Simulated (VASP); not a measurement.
Ba: density of states with PBE

Ba:

```
Ba
1.0
    -3.35254    3.35254    1.82859
     3.35254   -3.35254    1.82859
     3.35254    3.35254   -1.82859
Ba
2
Direct
  0.62500 0.87500 0.75000
  0.37500 0.12500 0.25000
```

This cell differs from its parent crystal: volume scaled by 0.68.

- Program: VASP 6.6.1
- Task: density of states
- Functional: PBE
- Potentials or basis: VASP PAW PBE potentials, release 64 (Ba_sv)
- Cutoff: 520 eV
- k mesh: 10 × 10 × 10
- Occupations: fermi-dirac, width 0.08 eV
- Spin: no spin polarisation
- Dipole correction: no
- k mesh for the DOS: 15 × 15 × 15
- Occupations for the DOS: tetrahedron
- Further INCAR settings: ALGO = Normal; EDIFF = 1e-06; NBANDS = 17

The valence electrons inside the program's atomic spheres are Ba 8.11.

Levels at points of the mesh, in eV from the Fermi level:
| k point | band 8 | band 9 | band 10 | band 11 | band 12 | band 13 |
| --- | --- | --- | --- | --- | --- | --- |
| (0.00, 0.00, 0.00) | -13.02 | -2.61 | -1.81 | 0.21 | 0.34 | 1.07 |

Wall time 4 min on 1 thread of Intel(R) Xeon(R) Platinum 8375C CPU @ 2.90GHz (Ice Lake) (shared host), peak memory 0.48 GiB.

Caveat: spin-orbit coupling is left out, which moves the levels of the heavy elements.
